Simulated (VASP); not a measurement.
Si7Ge: single point with r2SCAN

The system is Si7Ge.

```
Si Ge
1.0
     5.74137    0.00000    0.00000
     0.00000    5.74137    0.00000
     0.00000    0.00000    5.60467
Si Ge
7 1
Direct
  0.25243 0.25243 0.25243
  0.00000 0.50000 0.50000
  0.50000 0.50000 0.00000
  0.50000 0.00000 0.50000
  0.74757 0.25243 0.74757
  0.74757 0.74757 0.25243
  0.25243 0.74757 0.74757
  0.00000 0.00000 0.00000
```

This cell differs from its parent crystal: strain +0.050 along x and y, +0.025 along z.

```json
{"Program": "VASP 6.6.1", "Task": "single point", "Functional": "r2SCAN", "Potentials or basis": "VASP PAW PBE potentials, release 64 (Si, Ge_d)", "Cutoff": "520 eV", "k mesh": "6 × 6 × 6", "Occupations": "gaussian, width 0.05 eV", "Spin": "no spin polarisation", "Dipole correction": "no", "Further INCAR settings": "ALGO = Normal; EDIFF = 1e-06; NBANDS = 31"}
```

```
Pressure               : -8.9 GPa
Largest force          : 0.029 eV/Å
Band gap on the k mesh : 0.67 eV
```

Forces on the atoms (eV/Å):
```
Si   0.016  0.016  0.018
Si   0.000  0.000  0.000
Si   0.000  0.000  0.000
Si   0.000  0.000  0.000
Si  -0.016  0.016 -0.018
Si  -0.016 -0.016  0.018
Si   0.016 -0.016 -0.018
Ge   0.000  0.000  0.000
```

Stress tensor (GPa, compression positive):
```
-9.69  0.00  0.00
 0.00 -9.69  0.00
 0.00  0.00 -7.40
```

Levels at points of the mesh, in eV from the valence-band top:
| k point | band 17 | band 18 | band 19 | band 20 | band 21 | band 22 | band 23 | band 24 | band 25 | band 26 |
| --- | --- | --- | --- | --- | --- | --- | --- | --- | --- | --- |
| (0.00, 0.00, 0.00) | -2.75 | -2.72 | -0.17 | -0.17 | 0.00 | 0.67 | 0.93 | 1.09 | 1.12 | 1.12 |
| (0.50, 0.00, 0.00) | -3.57 | -1.92 | -1.89 | -1.78 | -1.75 | 1.28 | 1.44 | 3.18 | 3.20 | 4.31 |
| (0.50, 0.50, 0.00) | -3.43 | -1.62 | -1.51 | -1.43 | -1.43 | 2.21 | 2.21 | 2.22 | 2.47 | 4.66 |
| (0.00, 0.00, 0.50) | -3.54 | -2.03 | -2.03 | -1.90 | -1.90 | 1.08 | 1.24 | 3.20 | 3.20 | 4.61 |
| (0.50, 0.00, 0.50) | -3.56 | -1.46 | -1.35 | -1.26 | -1.26 | 2.42 | 2.42 | 2.42 | 2.68 | 4.56 |
| (0.50, 0.50, 0.50) | -1.35 | -1.29 | -1.16 | -1.16 | -1.05 | 0.78 | 1.20 | 1.20 | 1.23 | 3.33 |

It took 9.8 min on 1 thread of Oxide Virtual Turin-like Processor, on a shared host, peak memory 0.41 GiB.

Caveat: the cell differs from its parent crystal (strain +0.050 along x and y, +0.025 along z); the cell stands under tension; the PAW data sets were made with another functional, which shifts forces and pressure a little. A k mesh can miss the band edges.
